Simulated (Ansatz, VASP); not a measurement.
# CaMg: VASP beside Ansatz

```
Ca Mg
1.0
     3.63669    0.00000    0.00000
    -1.81835    3.14947    0.00000
     0.00000    0.00000   34.11978
Ca Mg
4 4
Direct
  0.66667 0.33333 0.38140
  0.33333 0.66667 0.28637
  0.66667 0.33333 0.71363
  0.33333 0.66667 0.61860
  0.33333 0.66667 0.46261
  0.66667 0.33333 0.20516
  0.33333 0.66667 0.79484
  0.66667 0.33333 0.53739
```

Alike in both runs: task single point; functional LDA; k mesh 5 × 5 × 1; occupations fermi-dirac, width 0.1 eV; no spin polarisation.

```csv
,VASP,Ansatz
version,VASP 6.6.1,Ansatz 0.2.0
potentials or method,"VASP PAW LDA potentials, release 64 (Ca_sv, Mg), cutoff 520 eV","plane waves, PAW"
valence electrons in the cell,48,80
```

```tsv
	VASP	Ansatz	Ansatz less VASP
gap on the k mesh at the Fermi level (eV)	none	none	-
rms of the force components (eV/Å)	0.120	0.112	-0.0079
```

LDA's correlation is that of Perdew and Zunger in VASP and of Perdew and Wang (1992) in Ansatz. A gap of «none» marks a metal or a gap that the smearing closes. VASP's potentials hold 48 valence electrons a cell and Ansatz's 80, so a difference there can come from the potentials and not from the codes. Ansatz's warnings: structure snapped to symmetry, vacuum density over bound, xc potential rough in thin density.

The k mesh is coarse, so the values compare programs but aren't converged.
